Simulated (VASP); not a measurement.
## SnO: single point with PBE

SnO:

```
Sn O
1.0
     3.78484    0.00000    0.00000
    -1.89242    3.27776    0.00000
     0.00000    0.00000    3.05634
Sn O
1 1
Cartesian
  0.0000 2.1852 1.5282
  1.8924 1.0926 1.5282
```

The cell was generated, and may not be a known phase.

- Program: VASP 6.6.1
- Task: single point
- Functional: PBE
- Potentials or basis: VASP PAW PBE potentials, release 64 (Sn_d, O)
- Cutoff: 520 eV
- k mesh: 18 × 18 × 18
- Occupations: gaussian, width 0.1 eV
- Spin: no spin polarisation

```yaml
Pressure: 0.2 GPa
Band_gap_on_the_k_mesh: zero (bands 10 and 11 overlap by 0.05 eV)
```

Stress tensor (GPa, compression positive):
```
 0.29  0.00  0.00
 0.00  0.29  0.00
 0.00  0.00 -0.11
```

Levels at points of the mesh, in eV from the Fermi level:
```tsv
k point	band 7	band 8	band 9	band 10	band 11	band 12	band 13	band 14
(0.00, 0.00, 0.00)	-6.01	-3.75	-3.75	-1.91	4.51	4.51	8.20	9.09
(0.50, 0.00, 0.00)	-8.57	-4.71	-1.57	-1.57	2.14	6.31	8.76	9.08
(0.00, 0.00, 0.50)	-5.25	-3.42	-3.42	-2.63	0.74	6.93	6.93	11.51
(0.50, 0.00, 0.50)	-6.70	-4.22	-3.61	-1.11	1.06	4.75	6.00	9.18
```

It took 71 s on 1 thread of Intel(R) Xeon(R) 6975P-C (Granite Rapids), on a shared host, peak memory 0.33 GiB.

Caveat: semilocal functionals underestimate gaps, and a narrow one can read as zero; spin-orbit coupling is left out, which moves the levels of the heavy elements.
